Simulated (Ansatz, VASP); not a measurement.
**One calculation of Ti, two programs**

The input INCAR:

```
PREC     = Accurate       # precision mode
ENCUT    = 500            # plane-wave cutoff, eV
EDIFF    = 1E-6           # SCF threshold, eV
ISMEAR   = -1             # smearing method
SIGMA    = 0.15           # smearing width, eV
LREAL    = False          # projectors in reciprocal space
LASPH    = True           # aspherical terms in the spheres
NELM     = 120            # most SCF steps
ALGO     = Normal         # electronic algorithm
ISIF     = 2              # what is computed and relaxed
LWAVE    = False          # write WAVECAR
LCHARG   = True           # write CHGCAR
GGA      = PE             # functional
LELF     = True           # ELF
LVHAR    = True         
NBANDS   = 19             # bands
GGA_COMPAT= False
```

File KPOINTS:

```
Automatic mesh
0
Gamma
  25 25 14
```

File POSCAR:

```
Ti
1.0
    2.9357319231      0.0000000000      0.0000000000
   -1.4678659615      2.5424184241      0.0000000000
    0.0000000000      0.0000000000      4.6408561500
Ti
2
Direct
    0.3333333300      0.6666666700      0.2715477483
    0.6666666700      0.3333333300      0.7500000000
```

Input for Ansatz:

```yaml
crystal:
  lattice:
    - [2.9357319231, 0.0, 0.0]
    - [-1.4678659615, 2.5424184241, 0.0]
    - [0.0, 0.0, 4.64085615]
  atoms:
    - { symbol: Ti, position: [0.33333333, 0.66666667, 0.2715477483] }
    - { symbol: Ti, position: [0.66666667, 0.33333333, 0.75] }
hamiltonian:
  xc: pbe
  pseudopotentials: { kind: all_electron, lapw: { muffin_tin_radii: { Ti: 1.27 } } }
kpoints:
  mp_grid: { grid: [25, 25, 14] }
scf:
  occupations: { method: fermi_dirac, width: 0.15 }
  convergence: { dr2_threshold: 1.0e-09 }
output:
  eigenvalues: true
  forces: true
  stress: true
basis:
  ecutwfc: 270
```

Alike in both runs: task single point; functional PBE; k mesh 25 × 25 × 14; occupations fermi-dirac, width 0.15 eV; no spin polarisation.

|  | VASP | Ansatz |
| --- | --- | --- |
| version | VASP 6.6.1 | Ansatz 0.2.0 |
| potentials or method | VASP PAW PBE potentials, release 64 (Ti_sv), cutoff 500 eV | all-electron LAPW, scalar-relativistic |

Ansatz gave:

| Quantity | Value |
| --- | --- |
| gap on the k mesh at the Fermi level (eV) | none |
| pressure (GPa) | 1.3 |
| traceless stress, the component that is largest in VASP (GPa) | 0.58 |
| rms of the force components (eV/Å) | 0.233 |

Q: What did VASP give for the same quantities?

A: gap on the k mesh at the Fermi level (eV): none; pressure (GPa): 1.0; traceless stress, the component that is largest in VASP (GPa): 0.58; rms of the force components (eV/Å): 0.231.

Atom by atom the forces differ by 0.002 eV/Å (rms over components). A gap of «none» marks a metal or a gap that the smearing closes. Ansatz ran all-electron here, and VASP with PAW potentials.
